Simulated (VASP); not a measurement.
# GaIr2 (Fm-3m) in VASP: further runs

GaIr2 is run at these levels: PBE; tasks: single point, relaxation of cell and atoms.

Everything below comes from runs of VASP 6.6.1. Logs are shortened: lines on timing, memory, paths and dates and some standing lists are left out, and cuts for length are marked.

## 1. The cell of the first run

The structure is cubic, space group Fm-3m (No. 225). Conventional cell: a = 5.804 Å, b = 5.804 Å, c = 5.804 Å, α = 90.00°, β = 90.00°, γ = 90.00°. Ga (site symmetry m-3m) has 8 Ir at 2.51 Å within 3.3 Å. Within 3.3 Å of Ir (site symmetry -43m) lie 4 Ga at 2.51 Å and 6 Ir at 2.90 Å.

The cell was built from a structure type or drawn by symmetry, and may not be a known phase.

## 2. Single point, PBE

File INCAR:

```
ALGO = Normal
EDIFF = 1E-6
ENCUT = 520
GGA = PE
ISIF = 2
ISMEAR = 0
LASPH = T
LCHARG = F
LREAL = F
LWAVE = F
NBANDS = 22
NELM = 80
PREC = Accurate
SIGMA = 0.1
```

File KPOINTS:

```
k-points
0
Gamma
  14 14 14
```

File POSCAR:

```
GaIr2
1.0
    0.0000000000      2.9019831356      2.9019831356
    2.9019831356      0.0000000000      2.9019831356
    2.9019831356      2.9019831356      0.0000000000
Ga Ir
1 2
Direct
    0.5000000000      0.5000000000      0.5000000000
    0.2500000000      0.2500000000      0.2500000000
    0.7500000000      0.7500000000      0.7500000000
```

Potentials or basis: VASP PAW PBE potentials, release 64 (Ga_d, Ir).

Run with:

```console
$ cat potpaw_PBE.64/Ga_d/POTCAR potpaw_PBE.64/Ir/POTCAR > POTCAR
$ mpirun -np 1 vasp_std > vasp.out
```

OUTCAR:

```text
EDIFF = 1E-6
   ENCUT = 520
   GGA = PE
   ISIF = 2
   ISMEAR = 0
   LASPH = T
   LREAL = F
   NELM = 80
   PREC = Accurate

 ion  position               nearest neighbor table
   1  0.500  0.500  0.500-   2 2.51   2 2.51   2 2.51   2 2.51   3 2.51   3 2.51   3 2.51   3 2.51

   2  0.250  0.250  0.250-   1 2.51   1 2.51   1 2.51   1 2.51   3 2.90   3 2.90   3 2.90   3 2.90
                             3 2.90   3 2.90
   3  0.750  0.750  0.750-   1 2.51   1 2.51   1 2.51   1 2.51   2 2.90   2 2.90   2 2.90   2 2.90
                             2 2.90   2 2.90

  LATTYP: Found a face centered cubic cell.
 ALAT       =     5.8039662712

  Lattice vectors:

 A1 = (   0.0000000000,   2.9019831356,   2.9019831356)
 A2 = (   2.9019831356,   0.0000000000,   2.9019831356)
 A3 = (   2.9019831356,   2.9019831356,   0.0000000000)

Analysis of symmetry for initial positions (statically):
=====================================================================
 Subroutine PRICEL returns:
 Original cell was already a primitive cell.

 Routine SETGRP: Setting up the symmetry group for a
 face centered cubic supercell.

 Subroutine GETGRP returns: Found 48 space group operations
 (whereof 48 operations were pure point group operations)
 out of a pool of 48 trial point group operations.

The static configuration has the point symmetry O_h .

Analysis of symmetry for dynamics (positions and initial velocities):
=====================================================================
 Subroutine PRICEL returns:
 Original cell was already a primitive cell.

 Routine SETGRP: Setting up the symmetry group for a
 face centered cubic supercell.

 Subroutine GETGRP returns: Found 48 space group operations
 (whereof 48 operations were pure point group operations)
 out of a pool of 48 trial point group operations.

The dynamic configuration has the point symmetry O_h .

 Subroutine INISYM returns: Found 48 space group operations
 (whereof 48 operations are pure point group operations),
 and found     1 'primitive' translations

----------------------------------------------------------------------------------------

                                     Primitive cell

  volume of cell :      48.8781

  direct lattice vectors                    reciprocal lattice vectors
     0.000000000  2.901983136  2.901983136    -0.172295970  0.172295970  0.172295970
     2.901983136  0.000000000  2.901983136     0.172295970 -0.172295970  0.172295970
     2.901983136  2.901983136  0.000000000     0.172295970  0.172295970 -0.172295970

  length of vectors
     4.104023908  4.104023908  4.104023908     0.298425374  0.298425374  0.298425374

  position of ions in fractional coordinates (direct lattice)
     0.500000000  0.500000000  0.500000000
     0.250000000  0.250000000  0.250000000
     0.750000000  0.750000000  0.750000000

  ion indices of the primitive-cell ions
   primitive index   ion index
                 1           1
                 2           2
                 3           3

----------------------------------------------------------------------------------------

 KPOINTS: k-points

Automatic generation of k-mesh.
 Grid dimensions read from file:
 generate k-points for:   14   14   14

 Generating k-lattice:

  Cartesian coordinates                     Fractional coordinates (reciprocal lattice)
    -0.012306855  0.012306855  0.012306855     0.071428571  0.000000000  0.000000000
     0.012306855 -0.012306855  0.012306855     0.000000000  0.071428571  0.000000000
     0.012306855  0.012306855 -0.012306855     0.000000000  0.000000000  0.071428571

  Length of vectors
     0.021316098  0.021316098  0.021316098

  Shift w.r.t. Gamma in fractional coordinates (k-lattice)
     0.000000000  0.000000000  0.000000000

 Subroutine IBZKPT returns following result:
 ===========================================

 Found    104 irreducible k-points:

 Following reciprocal coordinates:
            Coordinates               Weight
  0.000000  0.000000  0.000000      1.000000
  0.071429  0.000000  0.000000      8.000000
  0.142857  0.000000  0.000000      8.000000
  0.214286  0.000000  0.000000      8.000000
  0.285714  0.000000  0.000000      8.000000
  0.357143  0.000000  0.000000      8.000000
[... 16 lines left out ...]
  0.214286  0.142857  0.000000     24.000000
  0.285714  0.142857  0.000000     24.000000
 [... further k-points ...]
   k-points           NKPTS =    104   k-points in BZ     NKDIM =    104   number of bands    NBANDS=     22
   number of dos      NEDOS =    301   number of ions     NIONS =      3
   total plane-waves  NPLWV =  32768
   dimension x,y,z NGX =    32 NGY =   32 NGZ =   32
   dimension x,y,z NGXF=    64 NGYF=   64 NGZF=   64
   ions per type =               1   2
   NGX,Y,Z   is equivalent  to a cutoff of  12.96, 12.96, 12.96 a.u.
   NGXF,Y,Z  is equivalent  to a cutoff of  25.93, 25.93, 25.93 a.u.
 SYSTEM =  unknown system
   PREC   = accura    normal or accurate (medium, high low for compatibility)
   ISTART =      0    job   : 0-new  1-cont  2-samecut
   ICHARG =      2    charge: 1-file 2-atom 10-const
   ISPIN  =      1    spin polarized calculation?
   LNONCOLLINEAR =      F non collinear calculations
   LSORBIT =      F    spin-orbit coupling
   LASPH  =      T    aspherical Exc in radial PAW
   ENCUT  =  520.0 eV  38.22 Ry    6.18 a.u.   7.63  7.63  7.63*2*pi/ulx,y,z
   NELM   =     80;   NELMIN=  2; NELMDL= -5     # of ELM steps
   EDIFF  = 0.1E-05   stopping-criterion for ELM
   LREAL  =      F    real-space projection
   EDIFFG = 0.1E-04   stopping-criterion for IOM
   NSW    =      0    number of steps for IOM
   IBRION =     -1    ionic relax: 0-MD 1-quasi-New 2-CG
   NFREE  =      0    steps in history (QN), initial steepest desc. (CG)
   ISIF   =      2    stress and relaxation
   ISYM   =      2    0-nonsym 1-usesym 2-fastsym
   POTIM  = 0.5000    time-step for ionic-motion
   TEBEG  =    0.0;   TEEND  =   0.0 temperature during run
   PSTRESS=    0.0 pullay stress
   NELECT =      31.0000    total number of electrons
   NUPDOWN=      -1.0000    fix difference up-down
   EMIN   =  10.00;   EMAX   =-10.00  energy-range for DOS
   EFERMI =   0.00;   METHOD = LEGACY
   ISMEAR =     0;   SIGMA  =   0.10  broadening in eV -4-tet -1-fermi 0-gaus
   EFERMI_NEDOS =   21; number of points for ismear=-14 and -15
   IALGO  =     38    algorithm
   IMIX   =      4    mixing-type and parameters
     AMIX     =   0.40;   BMIX     =  1.00
     AMIX_MAG =   1.60;   BMIX_MAG =  1.00
  volume/ion in A,a.u.               =      16.29       109.95
  Fermi-wavevector in a.u.,A,eV,Ry     =   1.406556  2.658006 26.917782  1.978401
  Thomas-Fermi vector in A             =   2.528905
   LORBIT       =      0    0 simple, 1 ext, 2 COOP (PROOUT), +10 PAW based schemes
   GGA     = PE    functional components
   LHFCALC =     F    Hartree Fock is set to
   AEXX    =    0.0000 exact exchange contribution
   IVDW    =     0    specifies the selected vdW correction
   LEPSILON=     F    determine dielectric tensor
   LRPA    =     F    only Hartree local field effects (RPA)
 non-spin polarized calculation
 Gauss-broadening in eV      SIGMA  =   0.10
  energy-cutoff  :      520.00
  volume of cell :       48.88
 maximum number of plane-waves:      1363
   NGX = 15   NGY = 15   NGZ = 15

 number of electron      30.9999990 magnetization

 Free energy of the ion-electron system (eV)
  ---------------------------------------------------
  ext. energy  EPLUGINS =         0.00000000
  ---------------------------------------------------
  free energy    TOTEN  =       -20.04014787 eV

  energy without entropy =      -20.02218000  energy(sigma->0) =      -20.03116393

 E-fermi :   6.7772     XC(G=0): -12.4933

 val. band max:        6.7692320251   @ k =   0.4286   0.2857   0.1429
 cond. band min:       6.7802444248   @ k =  -0.3571   0.4286   0.0714
 fundamental gap:      0.0110123998
 Fermi energy:         6.7771576026

 k-point     1 :       0.0000    0.0000    0.0000
  band No.  band energies     occupation
      1      -7.2086      2.00000
      2      -7.2086      2.00000
      3      -7.2086      2.00000
      4      -7.1600      2.00000
      5      -7.1600      2.00000
      6      -3.3285      2.00000
[... 14 lines left out ...]
     21      14.9319      0.00000
     22      14.9319      0.00000

 k-point     2 :       0.0714    0.0000    0.0000
  band No.  band energies     occupation
      1      -7.2106      2.00000
      2      -7.2091      2.00000
      3      -7.2091      2.00000
      4      -7.1588      2.00000
      5      -7.1588      2.00000
      6      -3.2519      2.00000
[... 14 lines left out ...]
     21      15.0039      0.00000
     22      15.0055      0.00000

 k-point     3 :       0.1429    0.0000    0.0000
  band No.  band energies     occupation
      1      -7.2163      2.00000
      2      -7.2106      2.00000
      3      -7.2106      2.00000
      4      -7.1556      2.00000
      5      -7.1556      2.00000
      6      -3.0260      2.00000
[... 14 lines left out ...]
     21      15.2285      0.00000
     22      15.2755      0.00000

 k-point     4 :       0.2143    0.0000    0.0000
  band No.  band energies     occupation
      1      -7.2249      2.00000
      2      -7.2129      2.00000
      3      -7.2129      2.00000
      4      -7.1509      2.00000
      5      -7.1509      2.00000
      6      -2.6641      2.00000
[... 14 lines left out ...]
     21      15.5065      0.00000
     22      15.5655      0.00000

 k-point     5 :       0.2857    0.0000    0.0000
  band No.  band energies     occupation
      1      -7.2347      2.00000
      2      -7.2154      2.00000
      3      -7.2154      2.00000
      4      -7.1458      2.00000
      5      -7.1458      2.00000
      6      -2.1957      2.00000
[... 14 lines left out ...]
     21      15.8898      0.00000
     22      15.8930      0.00000

 k-point     6 :       0.3571    0.0000    0.0000
  band No.  band energies     occupation
      1      -7.2437      2.00000
      2      -7.2177      2.00000
      3      -7.2177      2.00000
      4      -7.1412      2.00000
      5      -7.1412      2.00000
      6      -1.6806      2.00000
[... 14 lines left out ...]
     21      16.1186      0.00000
     22      16.1645      0.00000

 k-point     7 :       0.4286    0.0000    0.0000
  band No.  band energies     occupation
      1      -7.2500      2.00000
      2      -7.2193      2.00000
      3      -7.2193      2.00000
      4      -7.1380      2.00000
      5      -7.1380      2.00000
      6      -1.2357      2.00000
[... 324 lines left out ...]
      6      -2.8554      2.00000
[... 14 lines left out ...]
     21      15.0649      0.00000
     22      15.2166      0.00000

 k-point    21 :      -0.0714    0.0714    0.0000
  band No.  band energies     occupation
      1      -7.2137      2.00000
      2      -7.2101      2.00000
      3      -7.2100      2.00000
      4      -7.1578      2.00000
      5      -7.1561      2.00000
      6      -3.1259      2.00000
[... 14 lines left out ...]
     21      14.6742      0.00000
     22      15.1711      0.00000

 k-point    22 :       0.1429    0.1429    0.0000
  band No.  band energies     occupation
      1      -7.2193      2.00000
      2      -7.2111      2.00000
      3      -7.2111      2.00000
      4      -7.1579      2.00000
      5      -7.1505      2.00000
      6      -2.9310      2.00000
[... 14 lines left out ...]
     21      13.8490      0.00000
     22      16.2735      0.00000

 k-point    23 :       0.2143    0.1429    0.0000
  band No.  band energies     occupation
      1      -7.2256      2.00000
      2      -7.2131      2.00000
      3      -7.2126      2.00000
      4      -7.1561      2.00000
      5      -7.1456      2.00000
      6      -2.6706      2.00000
[... 14 lines left out ...]
     21      13.7680      0.00000
     22      16.5907      0.00000

 k-point    24 :       0.2857    0.1429    0.0000
  band No.  band energies     occupation
      1      -7.2332      2.00000
      2      -7.2165      2.00000
      3      -7.2146      2.00000
      4      -7.1527      2.00000
      5      -7.1403      2.00000
      6      -2.2880      2.00000
[... 14 lines left out ...]
     21      14.6257      0.00000
     22      16.6169      0.00000

 [... further k-points ...]

------------------------ aborting loop because EDIFF is reached ----------------------------------------

  FORCE on cell =-STRESS in cart. coord.  units (eV):
  Direction    XX          YY          ZZ          XY          YZ          ZX
  --------------------------------------------------------------------------------------
  -------------------------------------------------------------------------------------
  Total        0.1442314      0.1442314      0.1442314      0.0000000      0.0000000      0.0000000
  in kB        4.7277623      4.7277623      4.7277623      0.0000000      0.0000000      0.0000000
  external PRESSURE =       4.7277623 kB  Pullay stress =       0.0000000 kB

 VOLUME and BASIS-vectors are now :
 -----------------------------------------------------------------------------
  energy-cutoff  :      520.00
  volume of cell :       48.88
      direct lattice vectors                 reciprocal lattice vectors
     0.000000000  2.901983136  2.901983136    -0.172295970  0.172295970  0.172295970
     2.901983136  0.000000000  2.901983136     0.172295970 -0.172295970  0.172295970
     2.901983136  2.901983136  0.000000000     0.172295970  0.172295970 -0.172295970

 POSITION                                       TOTAL-FORCE (eV/Angst)
 -----------------------------------------------------------------------------------
      2.90198      2.90198      2.90198        -0.000000      0.000000     -0.000000
      1.45099      1.45099      1.45099        -0.000000     -0.000000     -0.000000
      4.35297      4.35297      4.35297         0.000000      0.000000      0.000000
 -----------------------------------------------------------------------------------
    total drift:                               -0.000000     -0.000000      0.000000

  FREE ENERGIE OF THE ION-ELECTRON SYSTEM (eV)
  ---------------------------------------------------
  free  energy   TOTEN  =       -20.0401478654 eV

  energy  without entropy=      -20.0221800024  energy(sigma->0) =      -20.03116393
```

Run time: 33 s. Hardware: 1 thread of Intel Xeon 6975P-C (Granite Rapids), shared host; peak memory 0.25 GiB.

Results:

```
Free energy            : -20.0401 eV
Pressure               : 0.5 GPa
Band gap on the k mesh : zero (an odd number of electrons rules out a gap without spin polarisation)
```

Caveat: spin-orbit coupling is left out, which moves the levels of the heavy elements.

## 3. Relaxation of cell and atoms, PBE

File INCAR:

```
SYSTEM = GaIr2
PREC = Accurate
ENCUT = 600
EDIFF = 1E-6
ISMEAR = 0
SIGMA = 0.1
LREAL = .FALSE.
LASPH = .TRUE.
NELM = 80
ALGO = Fast
ISIF = 3
LWAVE = .FALSE.
LCHARG = .FALSE.
GGA = PE
IBRION = 2
NSW = 100
EDIFFG = -0.01
```

File KPOINTS:

```
regular mesh
0
G
  14 14 14
  0 0 0
```

File POSCAR:

```
GaIr2
1.0
    0.0000000000      2.9035652517      2.9035652517
    2.9035652517      0.0000000000      2.9035652517
    2.9035652517      2.9035652517      0.0000000000
Ga Ir
1 2
Direct
    0.5000000000      0.5000000000      0.5000000000
    0.2500000000      0.2500000000      0.2500000000
    0.7500000000      0.7500000000      0.7500000000
```

Potentials or basis: VASP PAW PBE potentials, release 64 (Ga_d, Ir).

Run with:

```console
$ cat potpaw_PBE.64/Ga_d/POTCAR potpaw_PBE.64/Ir/POTCAR > POTCAR
$ mpirun -np 1 vasp_std > vasp.out
```

Wall time 2.1 min (1 thread of Intel Xeon 6975P-C (Granite Rapids), shared host); peak memory 0.3 GiB.

It converged, with:

| Item | Value |
| --- | --- |
| Free energy | -20.0404 eV |
| Relaxed volume | 16.33 Å³/atom |
| Relaxed cell | a = 4.107 Å, b = 4.107 Å, c = 4.107 Å, α = 60.00°, β = 60.00°, γ = 60.00° |
| Space group after relaxing (to 0.1 Å) | Fm-3m (No. 225) |
| Energy gained by relaxing | 0.0 meV/atom |
| Ionic steps | 3 |
| Pressure after relaxing | 0.0 GPa |
| Band gap on the k mesh | zero (an odd number of electrons rules out a gap without spin polarisation) |

Final structure:
```
Ga Ir
1.0
     0.00000    2.90443    2.90443
     2.90443    0.00000    2.90443
     2.90443    2.90443    0.00000
Ga Ir
1 2
Direct
  0.50000 0.50000 0.50000
  0.25000 0.25000 0.25000
  0.75000 0.75000 0.75000
```

Levels at points of the mesh, in eV from the Fermi level:
| k point | band 12 | band 13 | band 14 | band 15 | band 16 | band 17 | band 18 | band 19 |
| --- | --- | --- | --- | --- | --- | --- | --- | --- |
| (0.00, 0.00, 0.00) | 0.23 | 0.23 | 0.23 | 1.66 | 1.66 | 4.92 | 6.59 | 6.59 |
| (0.50, 0.00, 0.00) | -1.60 | -1.60 | -1.57 | -1.39 | -1.39 | -0.94 | 6.52 | 6.88 |
| (0.50, 0.50, 0.00) | -2.15 | -1.05 | -1.05 | 0.31 | 0.81 | 0.81 | 1.55 | 2.42 |

Caveat: spin-orbit coupling is left out, which moves the levels of the heavy elements.
